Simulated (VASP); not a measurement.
# Au: single point with r2SCAN

Au:

```
Au
1.0
     0.00000    2.04550    2.04550
     2.04550    0.00000    2.04550
     2.04550    2.04550    0.00000
Au
1
Direct
  0.00000 0.00000 0.00000
```

* Program: VASP 6.6.1
* Task: single point
* Functional: r2SCAN
* Potentials or basis: VASP PAW PBE potentials, release 64 (Au)
* Cutoff: 520 eV
* k mesh: 8 × 8 × 8
* Occupations: gaussian, width 0.1 eV
* Spin: no spin polarisation
* Dipole correction: no
* Further INCAR settings: ALGO = Normal; EDIFF = 1e-06; NBANDS = 12

```yaml
Pressure: 5.3 GPa
```

Levels at points of the mesh, in eV from the Fermi level:
```csv
k point,band 2,band 3,band 4,band 5,band 6,band 7,band 8,band 9,band 10,band 11
"(0.00, 0.00, 0.00)",-4.84,-4.84,-4.84,-3.31,-3.31,15.42,19.48,19.48,19.48,24.74
"(0.50, 0.00, 0.00)",-4.88,-4.88,-2.07,-2.07,-0.70,3.24,14.90,17.98,17.98,25.95
"(0.50, 0.50, 0.00)",-6.93,-2.13,-1.73,-1.73,1.29,6.06,10.60,10.60,18.10,20.62
```

Run time: 21 s on 1 thread of Intel Xeon 6975P-C (shared host), peak memory 0.15 GiB.

Caveat: the PAW data sets were made with another functional, which shifts forces and pressure a little; spin-orbit coupling is left out, which moves the levels of the heavy elements.
